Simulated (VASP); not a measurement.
# ScAl3N4 in VASP: a series of runs

ScAl3N4 is run at these levels: PBE; tasks: single point, relaxation of cell and atoms.

All numbers are computed with VASP 6.6.1; they aren't measurements. Logs are shortened: lines on timing, memory, paths and dates and some standing lists are left out, and cuts for length are marked.

### Step 1. The cell of the first run

It takes space group P3m1 (No. 156, trigonal). The conventional cell has a = 3.161 Å, b = 3.161 Å, c = 10.301 Å, α = 90.00°, β = 90.00°, γ = 120.00°. Sc (site symmetry 3m) has 6 N at 2.03 to 2.56 Å within 2.7 Å. Al (site symmetry 3m) has 4 N at 1.86 to 1.93 Å within 2.5 Å. Within 2.5 Å of Al (site symmetry 3m) lie 4 N at 1.89 to 1.96 Å. Al (site symmetry 3m) has 4 N at 1.88 to 1.93 Å within 2.5 Å. Within 2.5 Å of N (site symmetry 3m) lie 1 Al at 1.86 Å and 3 Sc at 2.03 Å. Within 2.5 Å of N (site symmetry 3m) lie 4 Al at 1.89 to 1.93 Å. Within 2.5 Å of N (site symmetry 3m) lie 4 Al at 1.88 to 1.93 Å. N (site symmetry 3m) has 3 Al at 1.96 Å and 3 Sc at 2.56 Å within 2.6 Å.

### Step 2. Single point, PBE

The input, INCAR:

```
  PREC = Accurate
  ENCUT = 520
  EDIFF = 1E-7
  ISMEAR = 0
  SIGMA = 0.15
  LREAL = F
  LASPH = T
  NELM = 100
  ALGO = Normal
  ISIF = 2
  LWAVE = F
  LCHARG = F
  GGA = PE
  NBANDS = 30
```

The input, KPOINTS:

```
Automatic mesh
0
Gamma
  4 4 2
```

The input, POSCAR:

```
ScAl3N4
1.0
    3.1611816082      0.0000000000      0.0000000000
   -1.5805908041      2.7376635787      0.0000000000
    0.0000000000      0.0000000000     10.3005487540
Sc Al N
1 3 4
Direct
    0.3333333333      0.6666666667      0.1615585317
    0.6666666667      0.3333333333      0.4291651903
    0.6666666667      0.3333333333      0.9187433445
    0.3333333333      0.6666666667      0.6732509514
    0.6666666667      0.3333333333      0.2482900332
    0.6666666667      0.3333333333      0.7355388651
    0.3333333333      0.6666666667      0.4906683568
    0.0000000000      0.0000000000     -0.0132152730
```

Potentials or basis: VASP PAW PBE potentials, release 64 (Sc_sv, Al, N).

On the command line:

```console
cat potpaw_PBE.64/Sc_sv/POTCAR potpaw_PBE.64/Al/POTCAR potpaw_PBE.64/N/POTCAR > POTCAR
mpirun -np 1 vasp_std > vasp.out
```

OUTCAR:

```text
PREC = Accurate
   ENCUT = 520
   EDIFF = 1E-7
   ISMEAR = 0
   LREAL = F
   LASPH = T
   NELM = 100
   ISIF = 2
   GGA = PE

 ion  position               nearest neighbor table
   1  0.333  0.667  0.162-   5 2.03   5 2.03   5 2.03   8 2.56   8 2.56   8 2.56   3 3.10   3 3.10
                             3 3.10   2 3.31   2 3.31   2 3.31
   2  0.667  0.333  0.429-   5 1.86   7 1.93   7 1.93   7 1.93   4 3.11   4 3.11   4 3.11   1 3.31
                             1 3.31   1 3.31
   3  0.667  0.333  0.919-   6 1.89   8 1.96   8 1.96   8 1.96   1 3.10   1 3.10   1 3.10   4 3.12
                             4 3.12   4 3.12
   4  0.333  0.667  0.673-   7 1.88   6 1.93   6 1.93   6 1.93   2 3.11   2 3.11   2 3.11   3 3.12
                             3 3.12   3 3.12
   5  0.667  0.333  0.248-   2 1.86   1 2.03   1 2.03   1 2.03
   6  0.667  0.333  0.736-   3 1.89   4 1.93   4 1.93   4 1.93
   7  0.333  0.667  0.491-   4 1.88   2 1.93   2 1.93   2 1.93
   8  0.000  0.000  0.987-   3 1.96   3 1.96   3 1.96   1 2.56   1 2.56   1 2.56

  LATTYP: Found a hexagonal cell.
 ALAT       =     3.1611816082
 C/A-ratio  =     3.2584489063

  Lattice vectors:

 A1 = (   3.1611816082,   0.0000000000,   0.0000000000)
 A2 = (  -1.5805908041,   2.7376635787,   0.0000000000)
 A3 = (   0.0000000000,   0.0000000000,  10.3005487540)

Analysis of symmetry for initial positions (statically):
=====================================================================
 Subroutine PRICEL returns:
 Original cell was already a primitive cell.

 Routine SETGRP: Setting up the symmetry group for a
 hexagonal supercell.

 Subroutine GETGRP returns: Found  6 space group operations
 (whereof  6 operations were pure point group operations)
 out of a pool of 24 trial point group operations.

The static configuration has the point symmetry C_3v.

Analysis of symmetry for dynamics (positions and initial velocities):
=====================================================================
 Subroutine PRICEL returns:
 Original cell was already a primitive cell.

 Routine SETGRP: Setting up the symmetry group for a
 hexagonal supercell.

 Subroutine GETGRP returns: Found  6 space group operations
 (whereof  6 operations were pure point group operations)
 out of a pool of 24 trial point group operations.

The dynamic configuration has the point symmetry C_3v.

 Subroutine INISYM returns: Found  6 space group operations
 (whereof  6 operations are pure point group operations),
 and found     1 'primitive' translations

----------------------------------------------------------------------------------------

                                     Primitive cell

  volume of cell :      89.1435

  direct lattice vectors                    reciprocal lattice vectors
     3.161181608  0.000000000  0.000000000     0.316337409  0.182637488  0.000000000
    -1.580590804  2.737663579  0.000000000     0.000000000  0.365274977  0.000000000
     0.000000000  0.000000000 10.300548754     0.000000000  0.000000000  0.097082206

  length of vectors
     3.161181608  3.161181608 10.300548754     0.365274977  0.365274977  0.097082206

  position of ions in fractional coordinates (direct lattice)
     0.333333333  0.666666667  0.161558532
     0.666666667  0.333333333  0.429165190
     0.666666667  0.333333333  0.918743345
     0.333333333  0.666666667  0.673250951
     0.666666667  0.333333333  0.248290033
     0.666666667  0.333333333  0.735538865
     0.333333333  0.666666667  0.490668357
     0.000000000  0.000000000  0.986784727

  ion indices of the primitive-cell ions
   primitive index   ion index
                 1           1
                 2           2
                 3           3
                 4           4
                 5           5
                 6           6
                 7           7
                 8           8

----------------------------------------------------------------------------------------

 KPOINTS: Automatic mesh

Automatic generation of k-mesh.
 Grid dimensions read from file:
 generate k-points for:    4    4    2

 Generating k-lattice:

  Cartesian coordinates                     Fractional coordinates (reciprocal lattice)
     0.079084352  0.045659372  0.000000000     0.250000000  0.000000000  0.000000000
     0.000000000  0.091318744  0.000000000     0.000000000  0.250000000  0.000000000
     0.000000000  0.000000000  0.048541103     0.000000000  0.000000000  0.500000000

  Length of vectors
     0.091318744  0.091318744  0.048541103

  Shift w.r.t. Gamma in fractional coordinates (k-lattice)
     0.000000000  0.000000000  0.000000000

 Subroutine IBZKPT returns following result:
 ===========================================

 Found      8 irreducible k-points:

 Following reciprocal coordinates:
            Coordinates               Weight
  0.000000  0.000000  0.000000      1.000000
  0.250000  0.000000  0.000000      6.000000
  0.500000  0.000000  0.000000      3.000000
  0.250000  0.250000  0.000000      6.000000
  0.000000  0.000000  0.500000      1.000000
  0.250000  0.000000  0.500000      6.000000
  0.500000  0.000000  0.500000      3.000000
  0.250000  0.250000  0.500000      6.000000
   k-points           NKPTS =      8   k-points in BZ     NKDIM =      8   number of bands    NBANDS=     30
   number of dos      NEDOS =    301   number of ions     NIONS =      8
   total plane-waves  NPLWV =  46080
   dimension x,y,z NGX =    24 NGY =   24 NGZ =   80
   dimension x,y,z NGXF=    48 NGYF=   48 NGZF=  160
   ions per type =               1   3   4
   NGX,Y,Z   is equivalent  to a cutoff of  12.62, 12.62, 12.91 a.u.
   NGXF,Y,Z  is equivalent  to a cutoff of  25.24, 25.24, 25.82 a.u.
 SYSTEM =  unknown system
   PREC   = accura    normal or accurate (medium, high low for compatibility)
   ISTART =      0    job   : 0-new  1-cont  2-samecut
   ICHARG =      2    charge: 1-file 2-atom 10-const
   ISPIN  =      1    spin polarized calculation?
   LNONCOLLINEAR =      F non collinear calculations
   LSORBIT =      F    spin-orbit coupling
   LASPH  =      T    aspherical Exc in radial PAW
   ENCUT  =  520.0 eV  38.22 Ry    6.18 a.u.   5.88  5.88 19.15*2*pi/ulx,y,z
   NELM   =    100;   NELMIN=  2; NELMDL= -5     # of ELM steps
   EDIFF  = 0.1E-06   stopping-criterion for ELM
   LREAL  =      F    real-space projection
   EDIFFG = 0.1E-05   stopping-criterion for IOM
   NSW    =      0    number of steps for IOM
   IBRION =     -1    ionic relax: 0-MD 1-quasi-New 2-CG
   NFREE  =      0    steps in history (QN), initial steepest desc. (CG)
   ISIF   =      2    stress and relaxation
   ISYM   =      2    0-nonsym 1-usesym 2-fastsym
   POTIM  = 0.5000    time-step for ionic-motion
   TEBEG  =    0.0;   TEEND  =   0.0 temperature during run
   PSTRESS=    0.0 pullay stress
   NELECT =      40.0000    total number of electrons
   NUPDOWN=      -1.0000    fix difference up-down
   EMIN   =  10.00;   EMAX   =-10.00  energy-range for DOS
   EFERMI =   0.00;   METHOD = LEGACY
   ISMEAR =     0;   SIGMA  =   0.15  broadening in eV -4-tet -1-fermi 0-gaus
   EFERMI_NEDOS =   21; number of points for ismear=-14 and -15
   IALGO  =     38    algorithm
   IMIX   =      4    mixing-type and parameters
     AMIX     =   0.40;   BMIX     =  1.00
     AMIX_MAG =   1.60;   BMIX_MAG =  1.00
  volume/ion in A,a.u.               =      11.14        75.20
  Fermi-wavevector in a.u.,A,eV,Ry     =   1.253328  2.368447 21.372466  1.570832
  Thomas-Fermi vector in A             =   2.387186
   LORBIT       =      0    0 simple, 1 ext, 2 COOP (PROOUT), +10 PAW based schemes
   GGA     = PE    functional components
   LHFCALC =     F    Hartree Fock is set to
   AEXX    =    0.0000 exact exchange contribution
   IVDW    =     0    specifies the selected vdW correction
   LEPSILON=     F    determine dielectric tensor
   LRPA    =     F    only Hartree local field effects (RPA)
 non-spin polarized calculation
 Gauss-broadening in eV      SIGMA  =   0.15
  energy-cutoff  :      520.00
  volume of cell :       89.14
 maximum number of plane-waves:      2414
 NGX is ok and might be reduce to    24
   NGX = 11   NGY = 11   NGZ = 39

 number of electron      40.0000003 magnetization

 Free energy of the ion-electron system (eV)
  ---------------------------------------------------
  ext. energy  EPLUGINS =         0.00000000
  ---------------------------------------------------
  free energy    TOTEN  =       -62.03056587 eV

  energy without entropy =      -62.03056587  energy(sigma->0) =      -62.03056587

 E-fermi :   6.2436     XC(G=0): -10.9603

 val. band max:        5.5462702082   @ k =   0.2500   0.2500   0.0000
 cond. band min:       8.5799008674   @ k =   0.5000   0.0000   0.0000
 fundamental gap:      3.0336306592
 Fermi energy:         6.2435771620

 k-point     1 :       0.0000    0.0000    0.0000
  band No.  band energies     occupation
      1     -41.4930      2.00000
      2     -20.3383      2.00000
      3     -19.9175      2.00000
      4     -19.9175      2.00000
      5      -9.5147      2.00000
      6      -8.6494      2.00000
[... 22 lines left out ...]
     29      13.6401      0.00000
     30      14.9193      0.00000

 k-point     2 :       0.2500    0.0000    0.0000
  band No.  band energies     occupation
      1     -41.4567      2.00000
      2     -20.2945      2.00000
      3     -20.2030      2.00000
      4     -19.9790      2.00000
      5      -8.8262      2.00000
      6      -8.0772      2.00000
[... 22 lines left out ...]
     29      13.7071      0.00000
     30      14.2131      0.00000

 k-point     3 :       0.5000    0.0000    0.0000
  band No.  band energies     occupation
      1     -41.4202      2.00000
      2     -20.5125      2.00000
      3     -20.2093      2.00000
      4     -20.0397      2.00000
      5      -7.7996      2.00000
      6      -7.4092      2.00000
[... 22 lines left out ...]
     29      13.5058      0.00000
     30      14.2006      0.00000

 k-point     4 :       0.2500    0.2500    0.0000
  band No.  band energies     occupation
      1     -41.4202      2.00000
      2     -20.4098      2.00000
      3     -20.2091      2.00000
      4     -20.1502      2.00000
      5      -7.8677      2.00000
      6      -7.3826      2.00000
[... 22 lines left out ...]
     29      14.3032      0.00000
     30      15.0070      0.00000

 k-point     5 :       0.0000    0.0000    0.5000
  band No.  band energies     occupation
      1     -41.4930      2.00000
      2     -20.3383      2.00000
      3     -19.9175      2.00000
      4     -19.9175      2.00000
      5      -9.4828      2.00000
      6      -8.7898      2.00000
[... 22 lines left out ...]
     29      13.6781      0.00000
     30      14.8014      0.00000

 k-point     6 :       0.2500    0.0000    0.5000
  band No.  band energies     occupation
      1     -41.4567      2.00000
      2     -20.2945      2.00000
      3     -20.2030      2.00000
      4     -19.9790      2.00000
      5      -8.8109      2.00000
      6      -8.1449      2.00000
[... 22 lines left out ...]
     29      13.9556      0.00000
     30      14.2401      0.00000

 k-point     7 :       0.5000    0.0000    0.5000
  band No.  band energies     occupation
      1     -41.4202      2.00000
      2     -20.5125      2.00000
      3     -20.2092      2.00000
      4     -20.0397      2.00000
      5      -7.8047      2.00000
      6      -7.3873      2.00000
[... 22 lines left out ...]
     29      13.4571      0.00000
     30      13.7437      0.00000

 k-point     8 :       0.2500    0.2500    0.5000
  band No.  band energies     occupation
      1     -41.4202      2.00000
      2     -20.4098      2.00000
      3     -20.2091      2.00000
      4     -20.1502      2.00000
      5      -7.8666      2.00000
      6      -7.3856      2.00000
[... 22 lines left out ...]
     29      14.1373      0.00000
     30      14.8651      0.00000

------------------------ aborting loop because EDIFF is reached ----------------------------------------

  FORCE on cell =-STRESS in cart. coord.  units (eV):
  Direction    XX          YY          ZZ          XY          YZ          ZX
  --------------------------------------------------------------------------------------
  -------------------------------------------------------------------------------------
  Total       -0.0398221     -0.0398221      0.0630864     -0.0000000      0.0000000      0.0000000
  in kB       -0.7157221     -0.7157221      1.1338515     -0.0000000      0.0000000      0.0000000
  external PRESSURE =      -0.0991975 kB  Pullay stress =       0.0000000 kB

 VOLUME and BASIS-vectors are now :
 -----------------------------------------------------------------------------
  energy-cutoff  :      520.00
  volume of cell :       89.14
      direct lattice vectors                 reciprocal lattice vectors
     3.161181608  0.000000000  0.000000000     0.316337409  0.182637488  0.000000000
    -1.580590804  2.737663579  0.000000000     0.000000000  0.365274977  0.000000000
     0.000000000  0.000000000 10.300548754     0.000000000  0.000000000  0.097082206

 POSITION                                       TOTAL-FORCE (eV/Angst)
 -----------------------------------------------------------------------------------
     -0.00000      1.82511      1.66414         0.000000     -0.000000     -0.061507
      1.58059      0.91255      4.42064        -0.000000      0.000000      0.004148
      1.58059      0.91255      9.46356        -0.000000     -0.000000      0.008573
     -0.00000      1.82511      6.93485         0.000000      0.000000      0.009021
      1.58059      0.91255      2.55752         0.000000      0.000000      0.099566
      1.58059      0.91255      7.57645        -0.000000      0.000000     -0.008026
     -0.00000      1.82511      5.05415         0.000000     -0.000000     -0.008419
      0.00000      0.00000     10.16442        -0.000000      0.000000     -0.043356
 -----------------------------------------------------------------------------------
    total drift:                               -0.000001     -0.000000      0.000262

  FREE ENERGIE OF THE ION-ELECTRON SYSTEM (eV)
  ---------------------------------------------------
  free  energy   TOTEN  =       -62.0305658742 eV

  energy  without entropy=      -62.0305658742  energy(sigma->0) =      -62.03056587
```

Run time: 61 s. Hardware: 1 thread of AMD EPYC 7R13 (Zen 3), shared host; peak memory 0.17 GiB.

What came out:

```yaml
Free_energy: -62.0306 eV
Pressure: 0.0 GPa
Largest_force: 0.100 eV/Å
Band_gap_on_the_k_mesh: 3.03 eV, indirect (least direct gap 3.22 eV)
```

Forces on the atoms (eV/Å):
```
Sc   0.000  0.000 -0.062
Al   0.000  0.000  0.004
Al   0.000  0.000  0.009
Al   0.000  0.000  0.009
N    0.000  0.000  0.100
N    0.000  0.000 -0.008
N    0.000  0.000 -0.008
N    0.000  0.000 -0.043
```

Caveat: the k points lie up to 0.57 Å⁻¹ apart. A k mesh can miss the band edges.

### Step 3. Single point, PBE

The input, INCAR:

```
PREC = Accurate
ENCUT = 520
EDIFF = 1E-7
ISMEAR = 0
SIGMA = 0.1
LREAL = F
LASPH = T
NELM = 100
ALGO = Normal
ISIF = 2
LWAVE = F
LCHARG = F
GGA = PE
NBANDS = 30
```

The input, KPOINTS:

```
regular mesh
0
Gamma
  6 6 2
```

The input, POSCAR:

```
ScAl3N4
1.0
    3.1583155383      0.0000000000      0.0000000000
   -1.5791577691      2.7351814893      0.0000000000
    0.0000000000      0.0000000000     10.3137861271
Sc Al N
1 3 4
Direct
    0.3333333333      0.6666666667      0.1614609346
    0.6666666667      0.3333333333      0.4290129642
    0.6666666667      0.3333333333      0.9186120903
    0.3333333333      0.6666666667      0.6731126939
    0.6666666667      0.3333333333      0.2483827791
    0.6666666667      0.3333333333      0.7356160838
    0.3333333333      0.6666666667      0.4907445202
    0.0000000000      0.0000000000      0.9870579339
```

Potentials or basis: VASP PAW PBE potentials, release 64 (Sc_sv, Al, N).

On the command line:

```console
cat potpaw_PBE.64/Sc_sv/POTCAR potpaw_PBE.64/Al/POTCAR potpaw_PBE.64/N/POTCAR > POTCAR
mpirun -np 1 vasp_std > vasp.out
```

Run time: 96 s. Hardware: 1 thread of AMD EPYC 7R13 (Zen 3), shared host; peak memory 0.18 GiB.

Results (log left out):

- Free energy: -62.0914 eV
- Pressure: 0.1 GPa
- Largest force: 0.109 eV/Å
- Band gap on the k mesh: 3.03 eV, indirect (least direct gap 3.21 eV)

Forces on the atoms (eV/Å):
```
Sc   0.000  0.000 -0.076
Al   0.000  0.000  0.000
Al   0.000  0.000  0.000
Al   0.000  0.000  0.005
N    0.000  0.000  0.109
N    0.000  0.000 -0.001
N    0.000  0.000 -0.001
N    0.000  0.000 -0.035
```

Levels at points of the mesh, in eV from the valence-band top:
```csv
k point,band 17,band 18,band 19,band 20,band 21,band 22,band 23,band 24
"(0.00, 0.00, 0.00)",-0.54,-0.37,-0.28,-0.28,3.52,4.53,4.78,4.78
"(0.50, 0.00, 0.00)",-1.42,-1.20,-0.63,-0.18,3.03,4.23,5.43,5.63
"(0.00, 0.00, 0.50)",-0.48,-0.48,-0.32,-0.32,3.65,4.78,4.78,4.97
"(0.50, 0.00, 0.50)",-1.49,-1.27,-0.80,-0.15,3.23,4.02,5.44,5.89
```

A k mesh can miss the band edges. A hybrid or GW would open this gap; PBE tends to underestimate it.

(Continued in part 2 of 2.)
